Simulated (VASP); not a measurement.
A run of VASP 6.6.1:

The input POSCAR:

```
WSe2
1.0
    3.2900000000      0.0000000000      0.0000000000
   -1.6450000000      2.8492235785      0.0000000000
    0.0000000000      0.0000000000     12.9700000000
W Se
2 4
Direct
    0.3333333333      0.6666666667      0.2500000000
    0.6666666667      0.3333333333      0.7500000000
    0.3333333333      0.6666666667      0.6210000000
    0.6666666667      0.3333333333      0.1210000000
    0.3333333333      0.6666666667      0.8790000000
    0.6666666667      0.3333333333      0.3790000000
```

Contents of INCAR.step1:

```
  PREC = Accurate
  ENCUT = 520
  ISMEAR = 0
  SIGMA = 0.1
  LREAL = F
  LASPH = T
  NELM = 80
  NBANDS = 35
  GGA = PE
  ALGO = Normal
  EDIFF = 1E-4
  LWAVE = T
  LCHARG = F
```

Contents of INCAR.step2:

```
  PREC = Accurate
  ENCUT = 520
  EDIFF = 1E-7
  ISMEAR = 0
  SIGMA = 0.1
  LREAL = F
  LASPH = T
  NELM = 80
  ALGO = Normal
  ISIF = 2
  LWAVE = F
  LCHARG = F
  METAGGA = R2SCAN
  LMIXTAU = T
  LUSE_VDW = T
  IVDW_NL = 2
  BPARAM = 11.95
  CPARAM = 0.0093
  NBANDS = 35
  ISTART = 1
```

The input KPOINTS:

```
regular mesh
0
Gamma
  6 6 2
```

Potentials or basis: VASP PAW PBE potentials, release 64 (W_sv, Se).

Launch:

```bash
$ cat potpaw_PBE.64/W_sv/POTCAR potpaw_PBE.64/Se/POTCAR > POTCAR
$ cp INCAR.step1 INCAR
$ mpirun -np 1 vasp_std > vasp.out
$ cp INCAR.step2 INCAR
$ mpirun -np 1 vasp_std > vasp.out
```

Hardware: 1 thread of Intel Xeon 8259CL, on a shared host.

Task: How long does it take, and how much memory?

Result: Run time: 8.6 min on 1 thread of Intel Xeon 8259CL, with other jobs on the host, peak memory 0.47 GiB. Counts: k points 14.
